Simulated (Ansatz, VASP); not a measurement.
## PdPt2Se3: VASP beside Ansatz

```
CELL_PARAMETERS angstrom
6.49649 0.00000 0.00000
-3.24824 5.62612 0.00000
0.00000 0.00000 3.58307
ATOMIC_POSITIONS crystal
Pd 0.00000 0.00000 0.50000
Pt 0.33333 0.66667 0.50000
Pt 0.66667 0.33333 0.50000
Se 0.00000 0.50000 0.00000
Se 0.50000 0.00000 0.00000
Se 0.50000 0.50000 0.00000
```

Change from the starting cell: species swapped into the TmB2Rh3 type (P6/mmm, No. 191).

Alike in both runs: functional PBE; k mesh 6 × 6 × 10; occupations gaussian, width 0.1 eV; no spin polarisation.

Ansatz relaxed the structure, and its values are those at the end. VASP's run is a single point on that final structure, the one shown.

|  | VASP | Ansatz |
| --- | --- | --- |
| version | VASP 6.6.1 | Ansatz 0.2.0 |
| potentials or method | VASP PAW PBE potentials, release 64 (Pd, Pt, Se), cutoff 520 eV | scalar-relativistic, plane waves, PAW |
| valence electrons in the cell | 48 | 102 |

```csv
,VASP,Ansatz,Ansatz less VASP
gap on the k mesh at the Fermi level (eV),none,none,-
pressure (GPa),0.0,0.0,+0.03
```

A gap of «none» marks a metal or a gap that the smearing closes. VASP's potentials hold 48 valence electrons a cell and Ansatz's 102, so a difference there can come from the potentials and not from the codes.

Neither program's run includes spin-orbit coupling.
